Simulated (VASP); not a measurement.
Write the native input for VASP 6.6.1 that does the following.

```
Task                   : single point
Functional             : r2SCAN
Dispersion             : rVV10
Potentials or basis    : VASP PAW PBE potentials, release 64 (Ge_d, Sb, Te)
Cutoff                 : 520 eV
k mesh                 : 4 × 6 × 4
Occupations            : fermi-dirac, width 0.03 eV
Spin                   : no spin polarisation
Dipole correction      : no
Further INCAR settings : ALGO = Normal; EDIFF = 1e-06; NBANDS = 33
```

GeSb2Te4:

```xyz
7
Lattice="7.3623 0.0000 -0.0130 0.0000 4.2717 0.0000 -2.3396 0.0000 6.9245" Properties=species:S:1:pos:R:3 pbc="T T T"
Ge    2.5114    0.0000    3.4557
Sb    0.0000    0.0000    0.0000
Sb    3.6811    2.1359   -0.0065
Te    3.7986    2.1359    5.0659
Te    0.0942    0.0000    5.1068
Te    1.2241    2.1359    1.8455
Te    4.9285    0.0000    1.8047
```

The input as run:

POSCAR

```
GeSb2Te4
1.0
    7.3622972657      0.0000000000     -0.0130119494
    0.0000000000      4.2717346882      0.0000000000
   -2.3395914526      0.0000000000      6.9244601811
Ge Sb Te
1 2 4
Direct
    0.5000000000      0.0000000000      0.5000000000
    0.0000000000      0.0000000000      0.0000000000
    0.5000000000      0.5000000000      0.0000000000
    0.7488885186      0.5000000000      0.7330022640
    0.2473112041      0.0000000000      0.7379657113
    0.2511114814      0.5000000000      0.2669977360
    0.7526887959      0.0000000000      0.2620342887
```

INCAR.step1

```
SYSTEM = GeSb2Te4
  PREC = Accurate
  ENCUT = 520
  ISMEAR = -1
  SIGMA = 0.03
  LREAL = .False.
  LASPH = .True.
  NELM = 60
  NBANDS = 33
  GGA = PE
  ALGO = Normal
  EDIFF = 1E-4
  LWAVE = .True.
  LCHARG = .False.
```

INCAR.step2

```
SYSTEM = GeSb2Te4
  PREC = Accurate
  ENCUT = 520
  EDIFF = 1E-6
  ISMEAR = -1
  SIGMA = 0.03
  LREAL = .False.
  LASPH = .True.
  NELM = 60
  ALGO = Normal
  ISIF = 2
  LWAVE = .False.
  LCHARG = .True.
  METAGGA = R2SCAN
  LMIXTAU = .True.
  LUSE_VDW = .True.
  IVDW_NL = 2
  BPARAM = 11.95
  CPARAM = 0.0093
  LELF = .True.
  LVHAR = .True.
  NBANDS = 33
  ISTART = 1
```

KPOINTS

```
Automatic mesh
0
Gamma
  4 6 4
  0 0 0
```

Potentials or basis: VASP PAW PBE potentials, release 64 (Ge_d, Sb, Te).

Launch:

```bash
$ cat potpaw_PBE.64/Ge_d/POTCAR potpaw_PBE.64/Sb/POTCAR potpaw_PBE.64/Te/POTCAR > POTCAR
$ cp INCAR.step1 INCAR
$ mpirun -np 1 vasp_std > vasp.out
$ cp INCAR.step2 INCAR
$ mpirun -np 1 vasp_std > vasp.out
```

Results of the run:

```
Pressure               : 0.2 GPa
Largest force          : 0.017 eV/Å
Band gap on the k mesh : zero (band 24 reaches 6.02 eV, above the bottom of band 25 at 5.98 eV)
```

Caveat: the PAW data sets were made with another functional, which shifts forces and pressure a little; spin-orbit coupling is left out, which moves the levels of the heavy elements.

Wall time 15 min on 1 thread of Intel(R) Xeon(R) Platinum 8259CL CPU @ 2.50GHz (Skylake/Cascade Lake), on a shared host, peak memory 0.86 GiB.
